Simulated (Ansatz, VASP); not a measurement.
## One calculation of GaN, two programs

```
CELL_PARAMETERS angstrom
-0.10774 2.20094 2.20094
2.20094 -0.10774 2.20094
2.20094 2.20094 -0.10774
ATOMIC_POSITIONS crystal
Ga 0.00000 0.00000 0.00000
N 0.75000 0.75000 0.75000
```

Alike in both runs: task single point; functional PBE; k mesh 12 × 12 × 12; occupations gaussian, width 0.05 eV; no spin polarisation.

```csv
,VASP,Ansatz
version,VASP 6.6.1,Ansatz 0.2.0
potentials or method,"VASP PAW PBE potentials, release 64 (Ga_d, N), cutoff 520 eV","scalar-relativistic, plane waves, PAW"
valence electrons in the cell,18,18
```

|  | VASP | Ansatz | Ansatz less VASP |
| --- | --- | --- | --- |
| gap on the k mesh at the Fermi level (eV) | 1.47 | 1.46 | -0.005 |
| least direct gap on the mesh (eV) | 1.47 | 1.46 | -0.005 |
| pressure (GPa) | 6.6 | 6.6 | -0.03 |
| traceless stress, the component that is largest in VASP (GPa) | 9.92 | 9.99 | +0.070 |
| rms of the force components (eV/Å) | 0.559 | 0.573 | +0.0138 |

Atom by atom the forces differ by 0.014 eV/Å (rms over components).
